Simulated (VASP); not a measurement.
Write the native input for VASP 6.6.1 that does the following.

| Property | Result |
| --- | --- |
| Task | relaxation of the atoms |
| Functional | PBE |
| Potentials or basis | VASP PAW PBE potentials, release 64 (Al, C) |
| Cutoff | 520 eV |
| k mesh | 6 × 6 × 1 |
| Occupations | gaussian, width 0.1 eV |
| Spin | no spin polarisation |
| Dipole correction | yes |
| Atoms held fixed (from 0) | [0, 1, 2, 3, 4, 5, 6, 7, 8, 9, 10, 11] |
| Further INCAR settings | ALGO = Fast; EDIFF = 1e-06; IBRION = 2; EDIFFG = -0.025; NSW = 36 |
| Atoms held along some axes (from 0) | atom 12 along a and b |

The structure of Al12C lies in POSCAR:

```
Al12C
1.0
    5.7143028096      0.0000000000      0.0000000000
   -2.8571514048      4.9487313980      0.0000000000
    0.0000000000      0.0000000000     20.1016424764
Al C
12 1
Selective dynamics
Direct
    0.3333333333      0.1666666667      0.1989887147  F F F
    0.3333333333      0.6666666667      0.1989887147  F F F
    0.8333333333      0.1666666667      0.1989887147  F F F
    0.8333333333      0.6666666667      0.1989887147  F F F
    0.1666666667      0.3333333333      0.3134533099  F F F
    0.1666666667      0.8333333333      0.3134533099  F F F
    0.6666666667      0.3333333333      0.3134533099  F F F
    0.6666666667      0.8333333333      0.3134533099  F F F
    0.0000000000      0.0000000000      0.4279074452  F F F
    0.0000000000      0.5000000000      0.4279074452  F F F
    0.5000000000      0.0000000000      0.4279074452  F F F
    0.5000000000      0.5000000000      0.4279074452  F F F
    0.0833333333      0.1666666667      0.5084816029  F F T
```

The input as run:

INCAR

```
ALGO     = Fast           # electronic algorithm
DIPOL    = 0.5 0.5 0.328
EDIFF    = 1E-6           # SCF threshold, eV
EDIFFG   = -0.025         # ionic threshold
ENCUT    = 520            # plane-wave cutoff, eV
GGA      = PE             # functional
IBRION   = 2              # ionic algorithm
IDIPOL   = 3            
ISIF     = 2              # what is computed and relaxed
ISMEAR   = 0              # smearing method
KPAR     = 4            
LASPH    = T              # aspherical terms in the spheres
LCHARG   = F              # write CHGCAR
LDIPOL   = T            
LREAL    = F              # projectors in reciprocal space
LWAVE    = F              # write WAVECAR
NELM     = 60             # most SCF steps
NSW      = 36             # ionic steps
PREC     = Accurate       # precision mode
SIGMA    = 0.1            # smearing width, eV
```

KPOINTS

```
k-points
0
Gamma
  6 6 1
```

Potentials or basis: VASP PAW PBE potentials, release 64 (Al, C).

The run is started by

```bash
$ cat potpaw_PBE.64/Al/POTCAR potpaw_PBE.64/C/POTCAR > POTCAR
$ mpirun -np 4 vasp_std > vasp.out
```

It gave:

```json
{
 "Energy gained by relaxing": "0.5 meV/atom",
 "Ionic steps": "3",
 "Band gap on the k mesh": "zero (bands 20 and 21 overlap by 0.55 eV)"
}
```

Wall time 7.1 min on 4 MPI ranks on Oxide Virtual Turin-like Processor, with other jobs on the host, peak memory 0.69 GiB a rank.
